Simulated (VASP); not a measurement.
# InSb (F-43m) in VASP: notebook

Runs on InSb. Level: PBE. Tasks: relaxation of the atoms.

Everything below comes from runs of VASP 6.6.1. Logs are shortened: lines on timing, memory, paths and dates and some standing lists are left out, and cuts for length are marked.

## Step 1: The cell of the first run

It takes space group F-43m (No. 216, cubic). Conventional cell: a = 6.563 Å, b = 6.563 Å, c = 6.563 Å, α = 90.00°, β = 90.00°, γ = 90.00°. In (site symmetry -43m) has 4 Sb at 2.84 Å within 3.7 Å. Sb (site symmetry -43m) has 4 In at 2.84 Å within 3.7 Å.

## Step 2: Relaxation of the atoms, PBE (volume scaled by 1.04)

The input, INCAR:

```
SYSTEM = InSb
  PREC = Accurate
  ENCUT = 520
  EDIFF = 1E-6
  ISMEAR = -1
  SIGMA = 0.05
  LREAL = .False.
  LASPH = .True.
  NELM = 80
  ALGO = Normal
  ISIF = 2
  LWAVE = .False.
  LCHARG = .False.
  GGA = PE
  IBRION = 2
  NSW = 80
  EDIFFG = -0.02
```

The input, KPOINTS:

```
regular mesh
0
Gamma
  12 12 12
  0 0 0
```

The input, POSCAR:

```
InSb
1.0
    0.0000000000      3.2817246249      3.2817246249
    3.2817246249      0.0000000000      3.2817246249
    3.2817246249      3.2817246249      0.0000000000
In Sb
1 1
Direct
    0.0000000000      0.0000000000      0.0000000000
    0.7500000000      0.7500000000      0.7500000000
```

Potentials or basis: VASP PAW PBE potentials, release 64 (In_d, Sb).

The run is started by

```sh
> cat potpaw_PBE.64/In_d/POTCAR potpaw_PBE.64/Sb/POTCAR > POTCAR
> mpirun -np 1 vasp_std > vasp.out
```

OUTCAR:

```text
SYSTEM = InSb
   PREC = Accurate
   ENCUT = 520
   EDIFF = 1E-6
   ISMEAR = -1
   LREAL = .False.
   LASPH = .True.
   NELM = 80
   ISIF = 2
   GGA = PE
   IBRION = 2
   NSW = 80
   EDIFFG = -0.02

 ion  position               nearest neighbor table
   1  0.000  0.000  0.000-   2 2.84   2 2.84   2 2.84   2 2.84
   2  0.750  0.750  0.750-   1 2.84   1 2.84   1 2.84   1 2.84

  LATTYP: Found a face centered cubic cell.
 ALAT       =     6.5634492498

  Lattice vectors:

 A1 = (   0.0000000000,   3.2817246249,   3.2817246249)
 A2 = (   3.2817246249,   0.0000000000,   3.2817246249)
 A3 = (   3.2817246249,   3.2817246249,   0.0000000000)

Analysis of symmetry for initial positions (statically):
=====================================================================
 Subroutine PRICEL returns:
 Original cell was already a primitive cell.

 Routine SETGRP: Setting up the symmetry group for a
 face centered cubic supercell.

 Subroutine GETGRP returns: Found 24 space group operations
 (whereof 24 operations were pure point group operations)
 out of a pool of 48 trial point group operations.

The static configuration has the point symmetry T_d .

Analysis of symmetry for dynamics (positions and initial velocities):
=====================================================================
 Subroutine PRICEL returns:
 Original cell was already a primitive cell.

 Routine SETGRP: Setting up the symmetry group for a
 face centered cubic supercell.

 Subroutine GETGRP returns: Found 24 space group operations
 (whereof 24 operations were pure point group operations)
 out of a pool of 48 trial point group operations.

The dynamic configuration has the point symmetry T_d .

 Subroutine INISYM returns: Found 24 space group operations
 (whereof 24 operations are pure point group operations),
 and found     1 'primitive' translations

----------------------------------------------------------------------------------------

                                     Primitive cell

  volume of cell :      70.6865

  direct lattice vectors                    reciprocal lattice vectors
     0.000000000  3.281724625  3.281724625    -0.152358914  0.152358914  0.152358914
     3.281724625  0.000000000  3.281724625     0.152358914 -0.152358914  0.152358914
     3.281724625  3.281724625  0.000000000     0.152358914  0.152358914 -0.152358914

  length of vectors
     4.641059473  4.641059473  4.641059473     0.263893380  0.263893380  0.263893380

  position of ions in fractional coordinates (direct lattice)
     0.000000000  0.000000000  0.000000000
     0.750000000  0.750000000  0.750000000

  ion indices of the primitive-cell ions
   primitive index   ion index
                 1           1
                 2           2

----------------------------------------------------------------------------------------

 KPOINTS: regular mesh

Automatic generation of k-mesh.
 Grid dimensions read from file:
 generate k-points for:   12   12   12

 Generating k-lattice:

  Cartesian coordinates                     Fractional coordinates (reciprocal lattice)
    -0.012696576  0.012696576  0.012696576     0.083333333  0.000000000  0.000000000
     0.012696576 -0.012696576  0.012696576     0.000000000  0.083333333  0.000000000
     0.012696576  0.012696576 -0.012696576     0.000000000  0.000000000  0.083333333

  Length of vectors
     0.021991115  0.021991115  0.021991115

  Shift w.r.t. Gamma in fractional coordinates (k-lattice)
     0.000000000  0.000000000  0.000000000

 Subroutine IBZKPT returns following result:
 ===========================================

 Found     72 irreducible k-points:

 Following reciprocal coordinates:
            Coordinates               Weight
  0.000000  0.000000  0.000000      1.000000
  0.083333  0.000000  0.000000      8.000000
  0.166667  0.000000  0.000000      8.000000
  0.250000  0.000000  0.000000      8.000000
  0.333333  0.000000  0.000000      8.000000
  0.416667  0.000000  0.000000      8.000000
[... 16 lines left out ...]
  0.500000  0.166667  0.000000     24.000000
 -0.416667  0.166667  0.000000     24.000000
 [... further k-points ...]
   k-points           NKPTS =     72   k-points in BZ     NKDIM =     72   number of bands    NBANDS=     13
   number of dos      NEDOS =    301   number of ions     NIONS =      2
   total plane-waves  NPLWV =  46656
   dimension x,y,z NGX =    36 NGY =   36 NGZ =   36
   dimension x,y,z NGXF=    72 NGYF=   72 NGZF=   72
   ions per type =               1   1
   NGX,Y,Z   is equivalent  to a cutoff of  12.90, 12.90, 12.90 a.u.
   NGXF,Y,Z  is equivalent  to a cutoff of  25.79, 25.79, 25.79 a.u.
 SYSTEM =  InSb
   PREC   = accura    normal or accurate (medium, high low for compatibility)
   ISTART =      0    job   : 0-new  1-cont  2-samecut
   ICHARG =      2    charge: 1-file 2-atom 10-const
   ISPIN  =      1    spin polarized calculation?
   LNONCOLLINEAR =      F non collinear calculations
   LSORBIT =      F    spin-orbit coupling
   LASPH  =      T    aspherical Exc in radial PAW
   ENCUT  =  520.0 eV  38.22 Ry    6.18 a.u.   8.63  8.63  8.63*2*pi/ulx,y,z
   NELM   =     80;   NELMIN=  2; NELMDL= -5     # of ELM steps
   EDIFF  = 0.1E-05   stopping-criterion for ELM
   LREAL  =      F    real-space projection
   EDIFFG = -.2E-01   stopping-criterion for IOM
   NSW    =     80    number of steps for IOM
   IBRION =      2    ionic relax: 0-MD 1-quasi-New 2-CG
   NFREE  =      1    steps in history (QN), initial steepest desc. (CG)
   ISIF   =      2    stress and relaxation
   ISYM   =      2    0-nonsym 1-usesym 2-fastsym
   POTIM  = 0.5000    time-step for ionic-motion
   TEBEG  =    0.0;   TEEND  =   0.0 temperature during run
   PSTRESS=    0.0 pullay stress
   NELECT =      18.0000    total number of electrons
   NUPDOWN=      -1.0000    fix difference up-down
   EMIN   =  10.00;   EMAX   =-10.00  energy-range for DOS
   EFERMI =   0.00;   METHOD = LEGACY
   ISMEAR =    -1;   SIGMA  =   0.05  broadening in eV -4-tet -1-fermi 0-gaus
   EFERMI_NEDOS =   21; number of points for ismear=-14 and -15
   IALGO  =     38    algorithm
   IMIX   =      4    mixing-type and parameters
     AMIX     =   0.40;   BMIX     =  1.00
     AMIX_MAG =   1.60;   BMIX_MAG =  1.00
  volume/ion in A,a.u.               =      35.34       238.51
  Fermi-wavevector in a.u.,A,eV,Ry     =   1.037656  1.960886 14.649809  1.076731
  Thomas-Fermi vector in A             =   2.172104
   LORBIT       =      0    0 simple, 1 ext, 2 COOP (PROOUT), +10 PAW based schemes
   GGA     = PE    functional components
   LHFCALC =     F    Hartree Fock is set to
   AEXX    =    0.0000 exact exchange contribution
   IVDW    =     0    specifies the selected vdW correction
   LEPSILON=     F    determine dielectric tensor
   LRPA    =     F    only Hartree local field effects (RPA)
 conjugate gradient relaxation of ions
 non-spin polarized calculation
  energy-cutoff  :      520.00
  volume of cell :       70.69
 maximum number of plane-waves:      1932
   NGX = 17   NGY = 17   NGZ = 17

 number of electron      18.0000000 magnetization

 Free energy of the ion-electron system (eV)
  ---------------------------------------------------
  ext. energy  EPLUGINS =         0.00000000
  ---------------------------------------------------
  free energy    TOTEN  =        -6.94404490 eV

  energy without entropy =       -6.94379720  energy(sigma->0) =       -6.94392105

 E-fermi :   4.7973     XC(G=0):  -8.5204

 val. band max:        4.7023765664   @ k =   0.0000   0.0000   0.0000
 cond. band min:       5.1743995566   @ k =   0.5000   0.0000   0.0000
 fundamental gap:      0.4720229903
 Fermi energy:         4.7972933038

 k-point     1 :       0.0000    0.0000    0.0000
  band No.  band energies     occupation
      1      -9.8238      2.00000
      2      -9.8238      2.00000
      3      -9.8238      2.00000
      4      -9.7491      2.00000
      5      -9.7491      2.00000
      6      -5.7747      2.00000
      7       4.2923      1.99992
      8       4.7024      1.73941
      9       4.7024      1.73941
     10       4.7024      1.73941
     11       7.6671      0.00000
     12       7.6671      0.00000
     13       7.6671      0.00000

 k-point     2 :       0.0833    0.0000    0.0000
  band No.  band energies     occupation
      1      -9.8266      2.00000
      2      -9.8225      2.00000
      3      -9.8225      2.00000
      4      -9.7492      2.00000
      5      -9.7492      2.00000
      6      -5.7149      2.00000
      7       3.3845      2.00000
      8       4.6093      1.95452
      9       4.6093      1.95452
     10       5.3238      0.00005
     11       7.7845      0.00000
     12       7.7987      0.00000
     13       7.7987      0.00000

 k-point     3 :       0.1667    0.0000    0.0000
  band No.  band energies     occupation
      1      -9.8340      2.00000
      2      -9.8192      2.00000
      3      -9.8192      2.00000
      4      -9.7493      2.00000
      5      -9.7493      2.00000
      6      -5.5402      2.00000
      7       2.2396      2.00000
      8       4.3892      1.99943
      9       4.3892      1.99943
     10       5.5812      0.00000
     11       8.0989      0.00000
     12       8.0989      0.00000
     13       8.3490      0.00000

 k-point     4 :       0.2500    0.0000    0.0000
  band No.  band energies     occupation
      1      -9.8441      2.00000
      2      -9.8148      2.00000
      3      -9.8148      2.00000
      4      -9.7492      2.00000
      5      -9.7492      2.00000
      6      -5.2680      2.00000
      7       1.1456      2.00000
      8       4.1423      2.00000
      9       4.1423      2.00000
     10       5.4884      0.00000
     11       8.3745      0.00000
     12       8.3745      0.00000
     13       9.3123      0.00000

 k-point     5 :       0.3333    0.0000    0.0000
  band No.  band energies     occupation
      1      -9.8540      2.00000
      2      -9.8109      2.00000
      3      -9.8109      2.00000
      4      -9.7486      2.00000
      5      -9.7486      2.00000
      6      -4.9381      2.00000
      7       0.2008      2.00000
      8       3.9347      2.00000
      9       3.9347      2.00000
     10       5.3300      0.00005
     11       8.5008      0.00000
     12       8.5008      0.00000
     13      10.3798      0.00000
[... 257 lines left out ...]
 k-point    22 :       0.4167    0.1667    0.0000
  band No.  band energies     occupation
      1      -9.8657      2.00000
      2      -9.8051      2.00000
      3      -9.8028      2.00000
      4      -9.7538      2.00000
      5      -9.7456      2.00000
      6      -4.6476      2.00000
      7      -0.1322      2.00000
      8       2.8552      2.00000
      9       3.3562      2.00000
     10       6.4453      0.00000
     11       8.0422      0.00000
     12       9.5097      0.00000
     13       9.5745      0.00000

 k-point    23 :       0.5000    0.1667    0.0000
  band No.  band energies     occupation
      1      -9.8691      2.00000
      2      -9.8040      2.00000
      3      -9.8017      2.00000
      4      -9.7521      2.00000
      5      -9.7464      2.00000
      6      -4.3993      2.00000
      7      -0.6172      2.00000
      8       2.5951      2.00000
      9       3.3757      2.00000
     10       6.3720      0.00000
     11       8.2694      0.00000
     12       9.3571      0.00000
     13      10.3105      0.00000

 k-point    24 :      -0.4167    0.1667    0.0000
  band No.  band energies     occupation
      1      -9.8687      2.00000
      2      -9.8040      2.00000
      3      -9.8025      2.00000
      4      -9.7502      2.00000
      5      -9.7480      2.00000
      6      -4.3606      2.00000
      7      -0.6857      2.00000
      8       2.4570      2.00000
      9       3.5009      2.00000
     10       6.3604      0.00000
     11       8.3960      0.00000
     12       9.1702      0.00000
     13      10.9606      0.00000

 [... further k-points ...]

------------------------ aborting loop because EDIFF is reached ----------------------------------------

  FORCE on cell =-STRESS in cart. coord.  units (eV):
  Direction    XX          YY          ZZ          XY          YZ          ZX
  --------------------------------------------------------------------------------------
  -------------------------------------------------------------------------------------
  Total        0.5606248      0.5606248      0.5606248     -0.0000000      0.0000000     -0.0000000
  in kB       12.7071015     12.7071015     12.7071015     -0.0000000      0.0000000     -0.0000000
  external PRESSURE =      12.7071015 kB  Pullay stress =       0.0000000 kB

 VOLUME and BASIS-vectors are now :
 -----------------------------------------------------------------------------
  energy-cutoff  :      520.00
  volume of cell :       70.69
      direct lattice vectors                 reciprocal lattice vectors
     0.000000000  3.281724625  3.281724625    -0.152358914  0.152358914  0.152358914
     3.281724625  0.000000000  3.281724625     0.152358914 -0.152358914  0.152358914
     3.281724625  3.281724625  0.000000000     0.152358914  0.152358914 -0.152358914

 POSITION                                       TOTAL-FORCE (eV/Angst)
 -----------------------------------------------------------------------------------
      0.00000      0.00000      0.00000        -0.000000     -0.000000     -0.000000
      4.92259      4.92259      4.92259         0.000000      0.000000      0.000000
 -----------------------------------------------------------------------------------
    total drift:                                0.000000      0.000000      0.000000

  FREE ENERGIE OF THE ION-ELECTRON SYSTEM (eV)
  ---------------------------------------------------
  free  energy   TOTEN  =        -6.9440448978 eV

  energy  without entropy=       -6.9437972018  energy(sigma->0) =       -6.94392105

 reached required accuracy - stopping structural energy minimisation
```

It took 74 s on 1 thread of AMD EPYC 7R43 (Zen 3), shared host; peak memory 0.21 GiB.

What came out:

| Property | Result |
| --- | --- |
| Free energy | -6.9440 eV |
| Pressure after relaxing | 1.3 GPa |
| Band gap on the k mesh | zero (filled and empty bands touch) |

Final structure:
```xyz
2
Lattice="0.0000 3.2817 3.2817 3.2817 0.0000 3.2817 3.2817 3.2817 0.0000" Properties=species:S:1:pos:R:3 pbc="T T T"
In    0.0000    0.0000    0.0000
Sb    4.9226    4.9226    4.9226
```

Levels at points of the mesh, in eV from the Fermi level:
```tsv
k point	band 6	band 7	band 8	band 9	band 10	band 11	band 12	band 13
(0.00, 0.00, 0.00)	-10.57	-0.50	-0.09	-0.09	-0.09	2.87	2.87	2.87
(0.50, 0.00, 0.00)	-9.30	-5.54	-1.04	-1.04	0.38	3.71	3.71	6.02
(0.50, 0.50, 0.00)	-8.74	-5.85	-2.23	-2.23	1.25	1.32	7.83	7.83
```

Caveat: the relaxation stopped at its first step, so nothing moved; spin-orbit coupling is left out, which moves the levels of the heavy elements.

(Part 1 of 2 ends here.)
